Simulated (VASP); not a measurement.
# As2Se (I4_1/amd) in VASP: further runs

Runs on As2Se. Level: PBEsol. Tasks: single point.

All numbers are computed with VASP 6.6.1; they aren't measurements. Logs are shortened: lines on timing, memory, paths and dates and some standing lists are left out, and cuts for length are marked.

## Step 1: The cell of the first run

The structure is tetragonal, space group I4_1/amd (No. 141). The conventional cell has a = 7.059 Å, b = 7.059 Å, c = 5.307 Å, α = 90.00°, β = 90.00°, γ = 90.00°. Within 3.5 Å of As (site symmetry 2/m) lie 2 Se at 2.66 Å and 4 As at 2.83 Å. Se (site symmetry -4m2) has 4 As at 2.66 Å within 3.5 Å.

## Step 2: Single point, PBEsol

The input, INCAR:

```
PREC = Accurate ; ENCUT = 520
EDIFF = 1E-7 ; ISMEAR = 0
SIGMA = 0.05 ; LREAL = F
LASPH = T ; NELM = 80
ALGO = Normal ; ISIF = 2
LWAVE = F ; LCHARG = F
GGA = PS ; NBANDS = 25
```

The input, KPOINTS:

```
regular mesh
0
Gamma
  8 8 8
```

The input, POSCAR:

```
As2Se
1.0
   -3.5294180000      3.5294180000      2.6535710000
    3.5294180000     -3.5294180000      2.6535710000
    3.5294180000      3.5294180000     -2.6535710000
As Se
4 2
Direct
    0.8750000000      0.1250000000      0.7500000000
    0.3750000000      0.1250000000      0.2500000000
    0.8750000000      0.6250000000      0.7500000000
    0.8750000000      0.1250000000      0.2500000000
    0.5000000000      0.5000000000      0.0000000000
    0.2500000000      0.7500000000      0.5000000000
```

Potentials or basis: VASP PAW PBE potentials, release 64 (As, Se).

Run with:

```console
$ cat potpaw_PBE.64/As/POTCAR potpaw_PBE.64/Se/POTCAR > POTCAR
$ mpirun -np 1 vasp_std > vasp.out
```

OUTCAR:

```text
PREC = Accurate
   ENCUT = 520
   EDIFF = 1E-7
   ISMEAR = 0
   LREAL = F
   LASPH = T
   NELM = 80
   ISIF = 2
   GGA = PS

 ion  position               nearest neighbor table
   1  0.875  0.125  0.750-   5 2.66   6 2.66   4 2.83   4 2.83   3 2.83   3 2.83
   2  0.375  0.125  0.250-   5 2.66   6 2.66   3 2.83   4 2.83   4 2.83   3 2.83
   3  0.875  0.625  0.750-   5 2.66   6 2.66   1 2.83   2 2.83   1 2.83   2 2.83
   4  0.875  0.125  0.250-   6 2.66   5 2.66   2 2.83   1 2.83   1 2.83   2 2.83
   5  0.500  0.500  0.000-   4 2.66   2 2.66   3 2.66   1 2.66
   6  0.250  0.750  0.500-   1 2.66   2 2.66   3 2.66   4 2.66

  LATTYP: Found a body centered tetragonal cell.
 ALAT       =     7.0588360000
 C/A-ratio  =     0.7518437884

  Lattice vectors:

 A1 = (  -3.5294180000,   3.5294180000,   2.6535710000)
 A2 = (   3.5294180000,  -3.5294180000,   2.6535710000)
 A3 = (   3.5294180000,   3.5294180000,  -2.6535710000)

Analysis of symmetry for initial positions (statically):
=====================================================================
 Subroutine PRICEL returns:
 Original cell was already a primitive cell.

 Routine SETGRP: Setting up the symmetry group for a
 body centered tetragonal supercell.

 Subroutine GETGRP returns: Found 16 space group operations
 (whereof  8 operations were pure point group operations)
 out of a pool of 16 trial point group operations.

The static configuration has the point symmetry D_2d.
 The point group associated with its full space group is D_4h.

Analysis of symmetry for dynamics (positions and initial velocities):
=====================================================================
 Subroutine PRICEL returns:
 Original cell was already a primitive cell.

 Routine SETGRP: Setting up the symmetry group for a
 body centered tetragonal supercell.

 Subroutine GETGRP returns: Found 16 space group operations
 (whereof  8 operations were pure point group operations)
 out of a pool of 16 trial point group operations.

The dynamic configuration has the point symmetry D_2d.
 The point group associated with its full space group is D_4h.

 Subroutine INISYM returns: Found 16 space group operations
 (whereof  8 operations are pure point group operations),
 and found     1 'primitive' translations

----------------------------------------------------------------------------------------

                                     Primitive cell

  volume of cell :     132.2199

  direct lattice vectors                    reciprocal lattice vectors
    -3.529418000  3.529418000  2.653571000     0.000000000  0.141666416  0.188425333
     3.529418000 -3.529418000  2.653571000     0.141666416  0.000000000  0.188425333
     3.529418000  3.529418000 -2.653571000     0.141666416  0.141666416  0.000000000

  length of vectors
     5.652877311  5.652877311  5.652877311     0.235740280  0.235740280  0.200346567

  position of ions in fractional coordinates (direct lattice)
     0.875000000  0.125000000  0.750000000
     0.375000000  0.125000000  0.250000000
     0.875000000  0.625000000  0.750000000
     0.875000000  0.125000000  0.250000000
     0.500000000  0.500000000  0.000000000
     0.250000000  0.750000000  0.500000000

  ion indices of the primitive-cell ions
   primitive index   ion index
                 1           1
                 2           2
                 3           3
                 4           4
                 5           5
                 6           6

----------------------------------------------------------------------------------------

 KPOINTS: regular mesh

Automatic generation of k-mesh.
 Grid dimensions read from file:
 generate k-points for:    8    8    8

 Generating k-lattice:

  Cartesian coordinates                     Fractional coordinates (reciprocal lattice)
     0.000000000  0.017708302  0.023553167     0.125000000 -0.000000000  0.000000000
     0.017708302  0.000000000  0.023553167    -0.000000000  0.125000000  0.000000000
     0.017708302  0.017708302  0.000000000     0.000000000  0.000000000  0.125000000

  Length of vectors
     0.029467535  0.029467535  0.025043321

  Shift w.r.t. Gamma in fractional coordinates (k-lattice)
     0.000000000  0.000000000  0.000000000

 Subroutine IBZKPT returns following result:
 ===========================================

 Found     59 irreducible k-points:

 Following reciprocal coordinates:
            Coordinates               Weight
  0.000000  0.000000  0.000000      1.000000
  0.125000 -0.000000  0.000000      8.000000
  0.250000 -0.000000  0.000000      8.000000
  0.375000  0.000000  0.000000      8.000000
  0.500000 -0.000000  0.000000      4.000000
  0.125000  0.125000  0.000000      8.000000
[... 16 lines left out ...]
  0.250000  0.125000  0.125000     16.000000
  0.375000  0.125000  0.125000      8.000000
 [... further k-points ...]
   k-points           NKPTS =     59   k-points in BZ     NKDIM =     59   number of bands    NBANDS=     25
   number of dos      NEDOS =    301   number of ions     NIONS =      6
   total plane-waves  NPLWV =  74088
   dimension x,y,z NGX =    42 NGY =   42 NGZ =   42
   dimension x,y,z NGXF=    84 NGYF=   84 NGZF=   84
   ions per type =               4   2
   NGX,Y,Z   is equivalent  to a cutoff of  12.35, 12.35, 12.35 a.u.
   NGXF,Y,Z  is equivalent  to a cutoff of  24.70, 24.70, 24.70 a.u.
 SYSTEM =  unknown system
   PREC   = accura    normal or accurate (medium, high low for compatibility)
   ISTART =      0    job   : 0-new  1-cont  2-samecut
   ICHARG =      2    charge: 1-file 2-atom 10-const
   ISPIN  =      1    spin polarized calculation?
   LNONCOLLINEAR =      F non collinear calculations
   LSORBIT =      F    spin-orbit coupling
   LASPH  =      T    aspherical Exc in radial PAW
   ENCUT  =  520.0 eV  38.22 Ry    6.18 a.u.  10.51 10.51 10.51*2*pi/ulx,y,z
   NELM   =     80;   NELMIN=  2; NELMDL= -5     # of ELM steps
   EDIFF  = 0.1E-06   stopping-criterion for ELM
   LREAL  =      F    real-space projection
   EDIFFG = 0.1E-05   stopping-criterion for IOM
   NSW    =      0    number of steps for IOM
   IBRION =     -1    ionic relax: 0-MD 1-quasi-New 2-CG
   NFREE  =      0    steps in history (QN), initial steepest desc. (CG)
   ISIF   =      2    stress and relaxation
   ISYM   =      2    0-nonsym 1-usesym 2-fastsym
   POTIM  = 0.5000    time-step for ionic-motion
   TEBEG  =    0.0;   TEEND  =   0.0 temperature during run
   PSTRESS=    0.0 pullay stress
   NELECT =      32.0000    total number of electrons
   NUPDOWN=      -1.0000    fix difference up-down
   EMIN   =  10.00;   EMAX   =-10.00  energy-range for DOS
   EFERMI =   0.00;   METHOD = LEGACY
   ISMEAR =     0;   SIGMA  =   0.05  broadening in eV -4-tet -1-fermi 0-gaus
   EFERMI_NEDOS =   21; number of points for ismear=-14 and -15
   IALGO  =     38    algorithm
   IMIX   =      4    mixing-type and parameters
     AMIX     =   0.40;   BMIX     =  1.00
     AMIX_MAG =   1.60;   BMIX_MAG =  1.00
  volume/ion in A,a.u.               =      22.04       148.71
  Fermi-wavevector in a.u.,A,eV,Ry     =   1.020217  1.927930 14.161523  1.040843
  Thomas-Fermi vector in A             =   2.153774
   LORBIT       =      0    0 simple, 1 ext, 2 COOP (PROOUT), +10 PAW based schemes
   GGA     = PS    functional components
   LHFCALC =     F    Hartree Fock is set to
   AEXX    =    0.0000 exact exchange contribution
   IVDW    =     0    specifies the selected vdW correction
   LEPSILON=     F    determine dielectric tensor
   LRPA    =     F    only Hartree local field effects (RPA)
 non-spin polarized calculation
 Gauss-broadening in eV      SIGMA  =   0.05
  energy-cutoff  :      520.00
  volume of cell :      132.22
 maximum number of plane-waves:      3605
   NGX = 21   NGY = 21   NGZ = 21

 number of electron      31.9999999 magnetization

 Free energy of the ion-electron system (eV)
  ---------------------------------------------------
  ext. energy  EPLUGINS =         0.00000000
  ---------------------------------------------------
  free energy    TOTEN  =       -27.81277185 eV

  energy without entropy =      -27.80985736  energy(sigma->0) =      -27.81131460

 E-fermi :   4.6262     XC(G=0): -10.0826

 val. band max:        4.6055664305   @ k =   0.5000  -0.0000   0.0000
 cond. band min:       4.6313240404   @ k =  -0.2500   0.5000   0.2500
 fundamental gap:      0.0257576099
 Fermi energy:         4.6262152427

 k-point     1 :       0.0000    0.0000    0.0000
  band No.  band energies     occupation
      1     -10.4322      2.00000
      2      -8.2773      2.00000
      3      -5.7689      2.00000
      4      -5.7388      2.00000
      5      -5.7388      2.00000
      6      -4.0734      2.00000
[... 17 lines left out ...]
     24      10.0901      0.00000
     25      10.7123      0.00000

 k-point     2 :       0.1250   -0.0000    0.0000
  band No.  band energies     occupation
      1     -10.3273      2.00000
      2      -8.3395      2.00000
      3      -6.0677      2.00000
      4      -5.7725      2.00000
      5      -5.7218      2.00000
      6      -4.1738      2.00000
[... 17 lines left out ...]
     24       9.7505      0.00000
     25      11.0358      0.00000

 k-point     3 :       0.2500   -0.0000    0.0000
  band No.  band energies     occupation
      1     -10.0197      2.00000
      2      -8.4752      2.00000
      3      -6.7805      2.00000
      4      -5.8504      2.00000
      5      -5.8496      2.00000
      6      -4.0462      2.00000
[... 17 lines left out ...]
     24       9.4562      0.00000
     25      10.2337      0.00000

 k-point     4 :       0.3750    0.0000    0.0000
  band No.  band energies     occupation
      1      -9.5404      2.00000
      2      -8.6349      2.00000
      3      -7.5590      2.00000
      4      -6.0891      2.00000
      5      -5.9214      2.00000
      6      -3.6108      2.00000
[... 17 lines left out ...]
     24       9.6545      0.00000
     25      10.2476      0.00000

 k-point     5 :       0.5000   -0.0000    0.0000
  band No.  band energies     occupation
      1      -9.0815      2.00000
      2      -8.8769      2.00000
      3      -7.9482      2.00000
      4      -6.1934      2.00000
      5      -5.9498      2.00000
      6      -3.3637      2.00000
[... 17 lines left out ...]
     24       9.7171      0.00000
     25      10.2683      0.00000

 k-point     6 :       0.1250    0.1250    0.0000
  band No.  band energies     occupation
      1     -10.0830      2.00000
      2      -8.4330      2.00000
      3      -6.6452      2.00000
      4      -6.0262      2.00000
      5      -5.6116      2.00000
      6      -4.1798      2.00000
[... 17 lines left out ...]
     24       9.1923      0.00000
     25      10.1230      0.00000
[... 393 lines left out ...]
 k-point    21 :       0.5000    0.5000    0.0000
  band No.  band energies     occupation
      1      -9.4553      2.00000
      2      -9.4553      2.00000
      3      -6.0790      2.00000
      4      -6.0790      2.00000
      5      -5.0787      2.00000
      6      -5.0787      2.00000
[... 17 lines left out ...]
     24       9.8606      0.00000
     25      11.5330      0.00000

 k-point    22 :       0.1250    0.1250    0.1250
  band No.  band energies     occupation
      1      -9.8943      2.00000
      2      -8.5938      2.00000
      3      -6.8193      2.00000
      4      -6.4659      2.00000
      5      -5.2649      2.00000
      6      -4.0426      2.00000
[... 17 lines left out ...]
     24       9.6036      0.00000
     25       9.8968      0.00000

 k-point    23 :       0.2500    0.1250    0.1250
  band No.  band energies     occupation
      1      -9.4314      2.00000
      2      -8.6987      2.00000
      3      -7.5263      2.00000
      4      -6.8703      2.00000
      5      -5.0743      2.00000
      6      -3.7270      2.00000
[... 17 lines left out ...]
     24       9.0738      0.00000
     25      10.5308      0.00000

 k-point    24 :       0.3750    0.1250    0.1250
  band No.  band energies     occupation
      1      -9.0188      2.00000
      2      -8.8474      2.00000
      3      -7.9306      2.00000
      4      -7.0125      2.00000
      5      -5.0246      2.00000
      6      -3.5462      2.00000
[... 17 lines left out ...]
     24       9.0499      0.00000
     25      10.6263      0.00000

 [... further k-points ...]

------------------------ aborting loop because EDIFF is reached ----------------------------------------

  FORCE on cell =-STRESS in cart. coord.  units (eV):
  Direction    XX          YY          ZZ          XY          YZ          ZX
  --------------------------------------------------------------------------------------
  -------------------------------------------------------------------------------------
  Total       -2.4901145     -2.4901145     -3.2407154      0.0000000      0.0000000      0.0000000
  in kB      -30.1740079    -30.1740079    -39.2694278      0.0000000      0.0000000      0.0000000
  external PRESSURE =     -33.2058145 kB  Pullay stress =       0.0000000 kB

 VOLUME and BASIS-vectors are now :
 -----------------------------------------------------------------------------
  energy-cutoff  :      520.00
  volume of cell :      132.22
      direct lattice vectors                 reciprocal lattice vectors
    -3.529418000  3.529418000  2.653571000     0.000000000  0.141666416  0.188425333
     3.529418000 -3.529418000  2.653571000     0.141666416  0.000000000  0.188425333
     3.529418000  3.529418000 -2.653571000     0.141666416  0.141666416  0.000000000

 POSITION                                       TOTAL-FORCE (eV/Angst)
 -----------------------------------------------------------------------------------
      0.00000      5.29413      0.66339        -0.000000      0.000000     -0.000000
     -0.00000      1.76471      0.66339        -0.000000      0.000000     -0.000000
      1.76471      3.52942      1.99018        -0.000000      0.000000     -0.000000
     -1.76471      3.52942      1.99018        -0.000000      0.000000     -0.000000
      0.00000      0.00000      2.65357         0.000000     -0.000000      0.000000
      3.52942     -0.00000      1.32679        -0.000000      0.000000     -0.000000
 -----------------------------------------------------------------------------------
    total drift:                               -0.000000      0.000000     -0.000000

  FREE ENERGIE OF THE ION-ELECTRON SYSTEM (eV)
  ---------------------------------------------------
  free  energy   TOTEN  =       -27.8127718479 eV

  energy  without entropy=      -27.8098573598  energy(sigma->0) =      -27.81131460
```

Wall time 2.2 min (1 thread of Intel Xeon Platinum 8488C (Sapphire Rapids), shared host); peak memory 0.35 GiB.

Results:

```yaml
Free_energy: -27.8128 eV
Pressure: -3.3 GPa
Band_gap_on_the_k_mesh: zero (band 16 reaches 4.91 eV, above the bottom of band 17 at 4.51 eV)
```

Stress tensor (GPa, compression positive):
```
-3.02  0.00  0.00
 0.00 -3.02  0.00
 0.00  0.00 -3.93
```

Caveat: the PAW data sets were made with another functional, which shifts forces and pressure a little.

## Step 3: Single point, PBEsol

The input, INCAR:

```
SYSTEM = As2Se
PREC = Accurate ; ENCUT = 520
EDIFF = 1E-7 ; ISMEAR = 0
SIGMA = 0.3 ; LREAL = .False.
LASPH = .True. ; NELM = 60
ALGO = Normal ; ISIF = 2
LWAVE = .False. ; LCHARG = .True.
GGA = PS ; LELF = .True.
LVHAR = .True. ; NBANDS = 25
```

The input, KPOINTS:

```
Automatic mesh
0
Gamma
  8 8 8
  0 0 0
```

POSCAR is that of step 2.

Potentials or basis: VASP PAW PBE potentials, release 64 (As, Se).

Run with:

```console
$ cat potpaw_PBE.64/As/POTCAR potpaw_PBE.64/Se/POTCAR > POTCAR
$ mpirun -np 1 vasp_std > vasp.out
```

Wall time 2.1 min (1 thread of Intel Xeon Platinum 8488C (Sapphire Rapids), shared host); peak memory 0.34 GiB.

Results (log left out):

| Property | Result |
| --- | --- |
| Free energy | -27.8659 eV |
| Pressure | -3.2 GPa |
| Band gap on the k mesh | zero (band 16 reaches 4.90 eV, above the bottom of band 17 at 4.51 eV) |

Stress tensor (GPa, compression positive):
```
-3.01  0.00  0.00
 0.00 -3.01  0.00
 0.00  0.00 -3.64
```

Levels at points of the mesh, in eV from the Fermi level:
```tsv
k point	band 14	band 15	band 16	band 17	band 18	band 19
(0.00, 0.00, 0.00)	-2.70	-2.70	-1.08	2.29	2.99	2.99
(0.50, 0.00, 0.00)	-1.42	-0.48	-0.04	0.16	0.44	1.44
(0.50, 0.50, 0.00)	-1.36	-1.17	-1.17	-0.07	-0.07	1.82
(0.50, 0.50, 0.50)	-0.68	-0.32	-0.32	0.26	0.26	0.44
```

Caveat: the PAW data sets were made with another functional, which shifts forces and pressure a little.

[end of part 1 of 2]
